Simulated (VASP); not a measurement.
Wanted: the native input for a VASP 6.6.1 run.

* Task: single point
* Functional: PBEsol
* Potentials or basis: VASP PAW PBE potentials, release 64 (Ni, Fe)
* Cutoff: 520 eV
* k mesh: 8 × 8 × 8
* Occupations: fermi-dirac, width 0.05 eV
* Spin: collinear spin, ferromagnetic start
* Starting moments: [1.0, 1.0, 1.0, 3.0] μB
* Dipole correction: no
* Further INCAR settings: ALGO = Normal; EDIFF = 1e-06; NBANDS = 31

The structure of FeNi3 lies in POSCAR:

```
FeNi3
1.0
    3.5916500865      0.0000000000      0.0000000000
    0.0000000000      3.5916500865      0.0000000000
    0.0000000000      0.0000000000      3.5916500865
Ni Fe
3 1
Direct
    0.5000000000      0.5000000000      0.0000000000
    0.5000000000      0.0000000000      0.5000000000
    0.0000000000      0.5000000000      0.5000000000
    0.0000000000      0.0000000000      0.0000000000
```

One way to write it, as run:

INCAR

```
PREC = Accurate ; ENCUT = 520
EDIFF = 1E-6 ; ISMEAR = -1
SIGMA = 0.05 ; LREAL = False
LASPH = True ; NELM = 150
ALGO = Normal ; ISIF = 2
LWAVE = False ; LCHARG = False
ISPIN = 2 ; MAGMOM = 1 1 1 3
LORBIT = 11 ; LMAXMIX = 4
GGA = PS ; NBANDS = 31
```

KPOINTS

```
Automatic mesh
0
Gamma
  8 8 8
```

Potentials or basis: VASP PAW PBE potentials, release 64 (Ni, Fe).

The run is started by

```bash
$ cat potpaw_PBE.64/Ni/POTCAR potpaw_PBE.64/Fe/POTCAR > POTCAR
$ mpirun -np 1 vasp_std > vasp.out
```

Results of the run:

```
Pressure                                              : -15.3 GPa
Net moment                                            : 4.90 μB per cell
Site moments                                          : Ni +0.66; Fe +2.96 μB
Valence electrons inside the program's atomic spheres : Ni 9.27; Fe 7.01
```

Caveat: the cell stands under tension; the PAW data sets were made with another functional, which shifts forces and pressure a little.

Run time: 56 s on 1 thread of Oxide Virtual Turin-like Processor, on a shared host, peak memory 0.18 GiB.
